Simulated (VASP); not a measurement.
Runs of VASP 6.6.1 on Mo. The structure is that of space group Im-3m (No. 229), or close to it. The cells are those of the table. 

```csv
task,cell,k mesh,cutoff (eV),gap on the mesh (eV),pressure (GPa),relaxed volume (Å³/atom)
single point,"a = 2.713 Å, angles 109.5°, 1 atom",8 × 8 × 8,520,none,0.5,-
relaxation of cell and atoms,"relaxed from a = 2.743 Å, angles 109.5°, 1 atom",8 × 8 × 8,600,none,-0.3,(a)
single point,"a = 2.711 Å, angles 109.5°, 1 atom",18 × 18 × 18,520,none,0.6,-
single point,"a = 2.743 Å, angles 109.5°, 1 atom",8 × 8 × 8,520,none,(b),-
relaxation of cell and atoms,"relaxed from a = 2.713 Å, angles 109.5°, 1 atom",18 × 18 × 18,600,none,0.0,15.36
```

Alike in all rows: level PBE+D3(BJ); potentials or basis VASP PAW PBE potentials, release 64 (Mo_sv); no spin polarisation; smearing gaussian 0.1 eV.

Estimate the missing entries.

(a) 15.41; (b) -8.0.

Caveats: pairwise dispersion overbinds metals, which lowers pressure and volume.

A k mesh can miss the band edges, and the runs leave out spin-orbit coupling on Mo.

A gap of «none» marks levels without a gap at the run's occupations.
